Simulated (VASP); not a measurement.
Write the native input for VASP 6.6.1 that does the following.

```
Task                   : single point
Functional             : PBE
Potentials or basis    : VASP PAW PBE potentials, release 64 (Al, Fe)
Cutoff                 : 520 eV
k mesh                 : 18 × 18 × 18
Occupations            : gaussian, width 0.1 eV
Spin                   : collinear spin, ferromagnetic start
Starting moments       : [0.0, 0.77] μB
Dipole correction      : no
Further INCAR settings : ALGO = Normal; EDIFF = 1e-06; NBANDS = 16
```

The structure of AlFe lies in POSCAR:

```
AlFe
1.0
    2.9318174807      0.0000000000      0.0000000000
    0.0000000000      2.9318174807      0.0000000000
    0.0000000000      0.0000000000      2.8398388931
Al Fe
1 1
Direct
    0.0000000000      0.0000000000      0.0000000000
    0.5000000000      0.5000000000      0.5000000000
```

This cell differs from its parent crystal: biaxial strain in the a-b plane: +2.0 %.

These files were run (other wordings do the same):

INCAR

```
PREC = Accurate ; ENCUT = 520
EDIFF = 1E-6 ; ISMEAR = 0
SIGMA = 0.1 ; LREAL = False
LASPH = True ; NELM = 150
ALGO = Normal ; ISIF = 2
LWAVE = False ; LCHARG = False
ISPIN = 2 ; MAGMOM = 0 0.77
LORBIT = 11 ; LMAXMIX = 4
GGA = PE ; NBANDS = 16
```

KPOINTS

```
Automatic mesh
0
Gamma
  18 18 18
```

Potentials or basis: VASP PAW PBE potentials, release 64 (Al, Fe).

Run with:

```console
$ cat potpaw_PBE.64/Al/POTCAR potpaw_PBE.64/Fe/POTCAR > POTCAR
$ mpirun -np 1 vasp_std > vasp.out
```

Results of the run:

```json
{"Pressure": "-4.4 GPa", "Net moment": "0.72 μB per cell", "Site moments": "Al -0.03; Fe +0.77 μB", "Valence electrons inside the program's atomic spheres": "Al 0.82; Fe 7.36"}
```

Caveat: the cell differs from its parent crystal (biaxial strain in the a-b plane: +2.0 %); the cell stands under tension.

It took 2.8 min on 1 thread of AMD EPYC 9R45 96-Core Processor (Zen 5), with other jobs on the host, peak memory 0.39 GiB.
